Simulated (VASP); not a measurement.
Write the native input for VASP 6.6.1 that does the following.

```
Task                   : single point
Functional             : PBE
Potentials or basis    : VASP PAW PBE potentials, release 64 (Be, Ir)
Cutoff                 : 520 eV
k mesh                 : 12 × 12 × 10
Occupations            : gaussian, width 0.1 eV
Spin                   : no spin polarisation
Dipole correction      : no
Further INCAR settings : ALGO = Fast; EDIFF = 1e-07; NBANDS = 39
```

The structure of BeIr3 lies in POSCAR:

```
BeIr3
1.0
    5.4319767458      0.0000000000      0.0000000000
   -2.7159883729      4.7042298546      0.0000000000
    0.0000000000      0.0000000000      4.1973564099
Be Ir
2 6
Direct
    0.3333333333      0.6666666667      0.2500000000
    0.6666666667      0.3333333333      0.7500000000
    0.8277678301      0.6555356603      0.2500000000
    0.1722321699      0.8277678301      0.7500000000
    0.3444643397      0.1722321699      0.2500000000
    0.1722321699      0.3444643397      0.7500000000
    0.8277678301      0.1722321699      0.2500000000
    0.6555356603      0.8277678301      0.7500000000
```

One way to write it, as run:

INCAR

```
  PREC = Accurate
  ENCUT = 520
  EDIFF = 1E-7
  ISMEAR = 0
  SIGMA = 0.1
  LREAL = F
  LASPH = T
  NELM = 80
  ALGO = Fast
  ISIF = 2
  LWAVE = F
  LCHARG = T
  GGA = PE
  LELF = T
  LVHAR = T
  NBANDS = 39
```

KPOINTS

```
regular mesh
0
Gamma
  12 12 10
```

Potentials or basis: VASP PAW PBE potentials, release 64 (Be, Ir).

Launch:

```sh
$ cat potpaw_PBE.64/Be/POTCAR potpaw_PBE.64/Ir/POTCAR > POTCAR
$ mpirun -np 1 vasp_std > vasp.out
```

Results of the run:

* Pressure: 0.4 GPa
* Largest force: 0.007 eV/Å
* Band gap on the k mesh: zero (bands 29 and 30 overlap by 0.71 eV)

Caveat: spin-orbit coupling is left out, which moves the levels of the heavy elements.

It took 9.5 min on 1 thread of Intel(R) Xeon(R) Platinum 8375C CPU @ 2.90GHz (Ice Lake) (shared host), peak memory 0.48 GiB.
